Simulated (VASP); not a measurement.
Cr:

```
CELL_PARAMETERS angstrom
2.69578 0.00000 0.00000
-1.34789 2.33462 0.00000
0.00000 0.00000 4.38040
ATOMIC_POSITIONS crystal
Cr 0.66667 0.33333 0.75000
Cr 0.33333 0.66667 0.25000
```

This isn't the form of Cr at room conditions, which is bcc.

Base run:

```yaml
Program: VASP 6.6.1
Functional: r2SCAN
Potentials_or_basis: VASP PAW PBE potentials, release 64 (Cr_pv)
Cutoff: 520 eV
k_mesh: 11 × 11 × 6
Occupations: fermi-dirac, width 0.05 eV
Spin: collinear spin, ferromagnetic start
Starting_moments: "[3.0, 3.0] μB"
```

Its results: pressure -13.1 GPa; net moment 4.02 μB per cell; site moments Cr +1.96 μB.

Task: The run is repeated on the same cell with these changes: functional from r2SCAN to PBE. What comes out?

Result: Pressure -23.6 GPa; net moment 1.61 μB per cell; site moments Cr +0.75 μB.

Caveats: the cell stands under tension; the PAW data sets were made with another functional, which shifts forces and pressure a little (at least some runs); an empty level that is flat over the whole mesh can mark a ghost state of the potentials, or a narrow d or f band (at least some runs).
